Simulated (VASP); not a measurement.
A run of VASP 6.6.1 is set up as follows.

INCAR

```
ALGO     = Normal         # electronic algorithm
EDIFF    = 1E-6           # SCF threshold, eV
ENCUT    = 520            # plane-wave cutoff, eV
ISIF     = 2              # what is computed and relaxed
ISMEAR   = 1              # smearing method
LASPH    = T              # aspherical terms in the spheres
LCHARG   = F              # write CHGCAR
LREAL    = F              # projectors in reciprocal space
LWAVE    = F              # write WAVECAR
NBANDS   = 24             # bands
NELM     = 60             # most SCF steps
PREC     = Accurate       # precision mode
SIGMA    = 0.05           # smearing width, eV
```

KPOINTS

```
k-points
0
Gamma
  5 5 5
```

POSCAR

```
Ca3Be
1.0
    4.8170100356      0.0000000000      0.0000000000
    0.0000000000      4.8170100356      0.0000000000
    0.0000000000      0.0000000000      4.8170100356
Be Ca
1 3
Direct
    0.0000000000      0.0000000000      0.0000000000
    0.0000000000      0.5000000000      0.5000000000
    0.5000000000      0.0000000000      0.5000000000
    0.5000000000      0.5000000000      0.0000000000
```

Potentials or basis: VASP PAW LDA potentials, release 64 (Be, Ca_sv).

The run is started by

```sh
$ cat potpaw_LDA.64/Be/POTCAR potpaw_LDA.64/Ca_sv/POTCAR > POTCAR
$ mpirun -np 1 vasp_std > vasp.out
```

Problem. What does it give for the pressure?

Solution. 0.0 GPa.

Problem. Predict the band gap on the k mesh.

Solution. Zero (bands 16 and 17 overlap by 0.62 eV).
